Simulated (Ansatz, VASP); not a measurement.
## One calculation of Mg3SiN, two programs

INCAR

```
SYSTEM = Mg3SiN
  PREC = Accurate
  ENCUT = 600
  EDIFF = 1E-6
  ISMEAR = 0
  SIGMA = 0.1
  LREAL = .FALSE.
  LASPH = .TRUE.
  NELM = 150
  ALGO = Normal
  ISIF = 3
  LWAVE = .FALSE.
  LCHARG = .FALSE.
  ISPIN = 2
  MAGMOM = 0 0 0 0 1.38
  LORBIT = 11
  GGA = PE
  IBRION = 2
  NSW = 100
  EDIFFG = -0.01
```

The input KPOINTS:

```
Automatic mesh
0
G
  8 8 8
  0 0 0
```

Contents of POSCAR:

```
Mg3SiN
1.0
    4.8749268721      0.0000000000      0.0000000000
    0.0000000000      4.8749268721      0.0000000000
    0.0000000000      0.0000000000      4.8749268721
Mg Si N
3 1 1
Direct
    0.0000000000      0.5000000000      0.5000000000
    0.5000000000      0.0000000000      0.5000000000
    0.5000000000      0.5000000000      0.0000000000
    0.5000000000      0.5000000000      0.5000000000
    0.0000000000      0.0000000000      0.0000000000
```

Input for Ansatz:

```yaml
crystal:
  lattice:
    - [4.8749268721, 0.0, 0.0]
    - [0.0, 4.8749268721, 0.0]
    - [0.0, 0.0, 4.8749268721]
  atoms:
    - { symbol: Mg, position: [0.0, 0.5, 0.5] }
    - { symbol: Mg, position: [0.5, 0.0, 0.5] }
    - { symbol: Mg, position: [0.5, 0.5, 0.0] }
    - { symbol: Si, position: [0.5, 0.5, 0.5] }
    - { symbol: "N", position: [0.0, 0.0, 0.0], spin: 1.38 }
basis:
  ecutwfc: 420
kpoints:
  mp_grid: { grid: [8, 8, 8] }
hamiltonian:
  xc: pbe
scf:
  occupations: { method: gaussian, width: 0.1 }
output:
  forces: true
  stress: true
  eigenvalues: true
  populations: true
  write_density: true
  write_potential: true
  elf: true
  volumetric_format: npy
magnetization:
  spin_polarized: true
relax:
  adjacent_minimum: "off"
  f_tol: 0.01
  max_steps: 80
  cell: { stress_tol: 0.05 }
```

Alike in both runs: task relaxation of cell and atoms; functional PBE; k mesh 8 × 8 × 8; occupations gaussian, width 0.1 eV; collinear spin.

|  | VASP | Ansatz |
| --- | --- | --- |
| version | VASP 6.6.1 | Ansatz 0.2.0 |
| potentials or method | VASP PAW PBE potentials, release 64 (Mg, Si, N), cutoff 600 eV | scalar-relativistic, plane waves, PAW |
| valence electrons in the cell | 15 | 39 |

```tsv
	VASP	Ansatz	Ansatz less VASP
gap on the k mesh at the Fermi level, each at its own relaxed structure (eV)	none	none	-
net moment per atom (μB)	0.20	0.20	0.000
size of the moment on the site where the two differ most (μB)	0.86	1.27	+0.410
relaxed volume (Å³/atom)	23.29	23.35	+0.057
relaxed length of the cell vector where the two differ most in proportion (Å)	4.883	4.887	+0.0040
```

Site moments also hang on the region over which each program counts them. A gap of «none» marks a metal or a gap that the smearing closes. VASP's potentials hold 15 valence electrons a cell and Ansatz's 39, so a difference there can come from the potentials and not from the codes.
